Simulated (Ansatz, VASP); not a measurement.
**Bi6Te: VASP beside Ansatz**

```
CELL_PARAMETERS angstrom
4.46530 0.00000 0.00000
-2.23265 3.86706 0.00000
0.00000 0.00000 14.23364
ATOMIC_POSITIONS crystal
Bi 0.00000 0.00000 0.28309
Bi 0.33333 0.66667 0.43337
Bi 0.00000 0.00000 0.71691
Bi 0.66667 0.33333 0.56663
Bi 0.33333 0.66667 0.85327
Bi 0.66667 0.33333 0.14673
Te 0.00000 0.00000 0.00000
```

Alike in both runs: task single point; functional PBE; k mesh 6 × 6 × 2; occupations gaussian, width 0.2 eV; no spin polarisation.

|  | VASP | Ansatz |
| --- | --- | --- |
| version | VASP 6.6.1 | Ansatz 0.2.0 |
| potentials or method | VASP PAW PBE potentials, release 64 (Bi_d, Te), cutoff 520 eV | scalar-relativistic, plane waves, PAW |
| valence electrons in the cell | 96 | 106 |

|  | VASP | Ansatz | Ansatz less VASP |
| --- | --- | --- | --- |
| gap on the k mesh at the Fermi level (eV) | none | none | - |
| pressure (GPa) | 0.0 | 0.1 | +0.06 |
| traceless stress, the component that is largest in VASP (GPa) | -0.09 | -0.09 | -0.001 |
| rms of the force components (eV/Å) | 0.017 | 0.018 | +0.0011 |

Atom by atom the forces differ by 0.001 eV/Å (rms over components). A gap of «none» marks a metal or a gap that the smearing closes. VASP's potentials hold 96 valence electrons a cell and Ansatz's 106, so a difference there can come from the potentials and not from the codes.

Spin-orbit coupling is off throughout.
